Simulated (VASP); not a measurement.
Runs of VASP 6.6.1 on LiF. The structure is that of space group Fm-3m (No. 225), or close to it. The cells are those of the table. 

```tsv
task	cell	gap on the mesh (eV)	pressure (GPa)
relaxation of cell and atoms	relaxed from a = 2.848 Å, angles 60.0°, 2 atoms	8.92	0.1
relaxation of cell and atoms	relaxed to 10 GPa from a = 2.848 Å, angles 60.0°, 2 atoms	(c)	9.8
relaxation of cell and atoms	relaxed to 5 GPa from a = 2.848 Å, angles 60.0°, 2 atoms	9.46	4.9
relaxation of cell and atoms	relaxed to 20 GPa from a = 2.848 Å, angles 60.0°, 2 atoms	10.73	19.7
single point	a = 2.767 Å, angles 60.0°, 2 atoms	9.89	9.2
single point	a = 2.815 Å, angles 60.0°, 2 atoms	(b)	4.2
single point	a = 2.876 Å, angles 60.0°, 2 atoms	8.83	-0.7
single point	a = 2.693 Å, angles 60.0°, 2 atoms	10.74	(a)
```

Alike in all rows: level PBE; potentials or basis VASP PAW PBE potentials, release 64 (Li_sv, F); no spin polarisation; k mesh 10 × 10 × 10; cutoff (eV) 750; smearing gaussian 0.1 eV.

Problem. Fill in the values left out.

Solution. (a) 19.3; (b) 9.40; (c) 9.92.

Caveats: the cell is relaxed towards a set pressure, so the run minimises the enthalpy, not the energy (at least some runs); the cell stands under pressure (at least some runs).

A k mesh can miss the band edges.
